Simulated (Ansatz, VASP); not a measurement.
# Ge: VASP beside Ansatz

INCAR

```
SYSTEM = Ge
PREC = Accurate ; ENCUT = 520
EDIFF = 1E-6 ; ISMEAR = 0
SIGMA = 0.15 ; LREAL = .False.
LASPH = .True. ; NELM = 80
ALGO = Normal ; ISIF = 2
LWAVE = .False. ; LCHARG = .True.
GGA = PE ; LELF = .True.
LVHAR = .True. ; NBANDS = 21
```

File KPOINTS:

```
Automatic mesh
0
Gamma
  14 14 14
  0 0 0
```

Contents of POSCAR:

```
Ge
1.0
    0.0000000000      2.7051463212      2.8742179663
    2.7051463212      0.0000000000      2.8742179663
    2.7051463212      2.7051463212      0.0000000000
Ge
2
Direct
    0.5000000000      0.5000000000      0.5000000000
    0.7500000000      0.7500000000      0.7500000000
```

Input for Ansatz:

```yaml
crystal:
  lattice:
    - [0.0, 2.7051463212, 2.8742179663]
    - [2.7051463212, 0.0, 2.8742179663]
    - [2.7051463212, 2.7051463212, 0.0]
  atoms:
    - { symbol: Ge, position: [0.5, 0.5, 0.5] }
    - { symbol: Ge, position: [0.75, 0.75, 0.75] }
basis:
  ecutwfc: 420
kpoints:
  mp_grid: { grid: [14, 14, 14] }
hamiltonian:
  xc: pbe
scf:
  occupations: { method: gaussian, width: 0.15 }
output:
  forces: true
  stress: true
  eigenvalues: true
```

Alike in both runs: task single point; functional PBE; k mesh 14 × 14 × 14; occupations gaussian, width 0.15 eV; no spin polarisation.

|  | VASP | Ansatz |
| --- | --- | --- |
| version | VASP 6.6.1 | Ansatz 0.2.0 |
| potentials or method | VASP PAW PBE potentials, release 64 (Ge_d), cutoff 520 eV | scalar-relativistic, plane waves, PAW |
| valence electrons in the cell | 28 | 28 |

|  | VASP | Ansatz | Ansatz less VASP |
| --- | --- | --- | --- |
| gap on the k mesh at the Fermi level (eV) | 0.10 | 0.10 | -0.004 |
| least direct gap on the mesh (eV) | 0.51 | 0.50 | -0.008 |
| pressure (GPa) | 10.1 | 10.2 | +0.08 |
| traceless stress, the component that is largest in VASP (GPa) | -3.33 | -3.32 | +0.011 |
